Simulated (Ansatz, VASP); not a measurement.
# KF: VASP beside Ansatz

POSCAR

```
KF
1.0
    3.6599347861      0.0000000000      0.0000000000
   -1.8299673931      3.1695965009      0.0000000000
    0.0000000000      0.0000000000      6.4788135034
K F
2 2
Direct
    0.0000000000      0.0000000000      0.0000000000
    0.0000000000      0.0000000000      0.5000000000
    0.3333333333      0.6666666667      0.2500000000
    0.6666666667      0.3333333333      0.7500000000
```

Contents of INCAR.step1:

```
SYSTEM = KF
PREC = Accurate ; ENCUT = 520
ISMEAR = 0 ; SIGMA = 0.01
LREAL = .FALSE. ; LASPH = .TRUE.
NELM = 100 ; NBANDS = 24
GGA = PE ; ALGO = Normal
EDIFF = 1E-4 ; LWAVE = .TRUE.
LCHARG = .FALSE.
```

The input INCAR.step2:

```
SYSTEM = KF
PREC = Accurate ; ENCUT = 520
EDIFF = 1E-6 ; ISMEAR = 0
SIGMA = 0.01 ; LREAL = .FALSE.
LASPH = .TRUE. ; NELM = 100
ALGO = Normal ; ISIF = 2
LWAVE = .FALSE. ; LCHARG = .FALSE.
METAGGA = R2SCAN ; LMIXTAU = .TRUE.
NBANDS = 24 ; ISTART = 1
```

The input KPOINTS:

```
regular mesh
0
G
  6 6 4
  0 0 0
```

Input for Ansatz:

```yaml
crystal:
  lattice:
    - [3.6599347861, 0.0, 0.0]
    - [-1.8299673931, 3.1695965009, 0.0]
    - [0.0, 0.0, 6.4788135034]
  atoms:
    - { symbol: K, position: [0.0, 0.0, 0.0] }
    - { symbol: K, position: [0.0, 0.0, 0.5] }
    - { symbol: F, position: [0.3333333333, 0.6666666667, 0.25] }
    - { symbol: F, position: [0.6666666667, 0.3333333333, 0.75] }
kpoints:
  mp_grid: { grid: [6, 6, 4] }
hamiltonian:
  xc: r2scan
scf:
  occupations: { method: fixed }
output:
  optics:
    e_range: [0, 22]
    de: 0.05
    sigma: 0.1
    bands: { spectra_wanted_up_to: 22 }
```

Alike in both runs: task single point; functional r2SCAN; k mesh 6 × 6 × 4; no spin polarisation.

|  | VASP | Ansatz |
| --- | --- | --- |
| version | VASP 6.6.1 | Ansatz 0.2.0 |
| potentials or method | VASP PAW PBE potentials, release 64 (K_sv, F) | plane waves, PAW |
| plane-wave cutoff (eV) | 520 | 500 |
| occupations | gaussian, width 0.01 eV | fixed |
| valence electrons in the cell | 32 | 32 |

|  | VASP | Ansatz | Ansatz less VASP |
| --- | --- | --- | --- |
| gap on the k mesh at the Fermi level (eV) | 6.87 | 6.87 | +0.002 |

VASP's potentials were made for PBE, not for r2SCAN.
